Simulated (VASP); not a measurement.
**ZrS: single point with r2SCAN**

ZrS:

```
Zr S
1.0
     0.00000    2.65165    2.65165
     2.65165    0.00000    2.65165
     2.65165    2.65165    0.00000
Zr S
1 1
Direct
  0.00000 0.00000 0.00000
  0.50000 0.50000 0.50000
```

This cell differs from its parent crystal: strain +0.015 along x and y, +0.015 along z.

```json
{
 "Program": "VASP 6.6.1",
 "Task": "single point",
 "Functional": "r2SCAN",
 "Potentials or basis": "VASP PAW PBE potentials, release 64 (Zr_sv, S)",
 "Cutoff": "520 eV",
 "k mesh": "20 × 20 × 20",
 "Occupations": "gaussian, width 0.15 eV",
 "Spin": "no spin polarisation"
}
```

| Item | Value |
| --- | --- |
| Pressure | -5.7 GPa |
| Band gap on the k mesh | zero (bands 9 and 10 overlap by 2.77 eV) |

Levels at points of the mesh, in eV from the Fermi level:
| k point | band 5 | band 6 | band 7 | band 8 | band 9 | band 10 | band 11 | band 12 | band 13 | band 14 |
| --- | --- | --- | --- | --- | --- | --- | --- | --- | --- | --- |
| (0.00, 0.00, 0.00) | -16.65 | -3.97 | -3.97 | -3.97 | -1.35 | -1.35 | -1.35 | -0.64 | -0.64 | 2.07 |
| (0.50, 0.00, 0.00) | -15.18 | -8.34 | -6.30 | -6.30 | 1.42 | 1.42 | 1.74 | 2.07 | 5.51 | 5.51 |
| (0.50, 0.50, 0.00) | -15.81 | -6.70 | -4.92 | -4.92 | -3.38 | 0.53 | 2.27 | 2.27 | 2.91 | 3.32 |

It took 14 min on 1 thread of Intel Xeon 8259CL (shared host), peak memory 0.28 GiB.

Caveat: the cell differs from its parent crystal (strain +0.015 along x and y, +0.015 along z); the cell stands under tension; the PAW data sets were made with another functional, which shifts forces and pressure a little.
